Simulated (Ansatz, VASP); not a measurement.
**One calculation of Ni, two programs**

File INCAR:

```
PREC = Accurate
ENCUT = 520
EDIFF = 1E-6
ISMEAR = 0
SIGMA = 0.15
LREAL = F
LASPH = T
NELM = 150
ALGO = Normal
ISIF = 2
LWAVE = F
LCHARG = T
ISPIN = 2
MAGMOM = 0.75
LORBIT = 11
LMAXMIX = 4
GGA = PE
LELF = T
LVHAR = T
NBANDS = 15
```

File KPOINTS:

```
regular mesh
0
Gamma
  22 22 22
```

The input POSCAR:

```
Ni
1.0
    0.0000000000      1.6916753265      2.0229038427
    1.5625612899      0.0000000000      2.0229038427
    1.5625612899      1.6916753265      0.0000000000
Ni
1
Direct
    0.0000000000      0.0000000000      0.0000000000
```

Input for Ansatz:

```yaml
crystal:
  lattice:
    - [0.0, 1.6916753265, 2.0229038427]
    - [1.5625612899, 0.0, 2.0229038427]
    - [1.5625612899, 1.6916753265, 0.0]
  atoms:
    - { symbol: Ni, position: [0.0, 0.0, 0.0], spin: 0.75 }
basis:
  ecutwfc: 520.0
kpoints:
  mp_grid: { grid: [22, 22, 22] }
hamiltonian:
  xc: pbe
scf:
  occupations: { method: gaussian, width: 0.15 }
output:
  forces: true
  stress: true
  eigenvalues: true
  populations: true
magnetization:
  spin_polarized: true
```

Change from the starting cell: strain +e along x and -e along y -0.0367, strain +e along z and -e/2 along x and y +0.1500.

Alike in both runs: task single point; functional PBE; k mesh 22 × 22 × 22; occupations gaussian, width 0.15 eV; collinear spin.

|  | VASP | Ansatz |
| --- | --- | --- |
| version | VASP 6.6.1 | Ansatz 0.2.0 |
| potentials or method | VASP PAW PBE potentials, release 64 (Ni), cutoff 520 eV | scalar-relativistic, plane waves, PAW |
| valence electrons in the cell | 10 | 18 |

```csv
,VASP,Ansatz,Ansatz less VASP
gap on the k mesh at the Fermi level (eV),none,none,-
pressure (GPa),8.1,8.3,+0.21
"traceless stress, the component that is largest in VASP (GPa)",-23.58,-24.20,-0.623
net moment per atom (μB),0.53,0.55,+0.014
size of the moment on the site where the two differ most (μB),0.54,0.58,+0.037
```

Site moments also hang on the region over which each program counts them. A gap of «none» marks a metal or a gap that the smearing closes. VASP's potentials hold 10 valence electrons a cell and Ansatz's 18, so a difference there can come from the potentials and not from the codes.
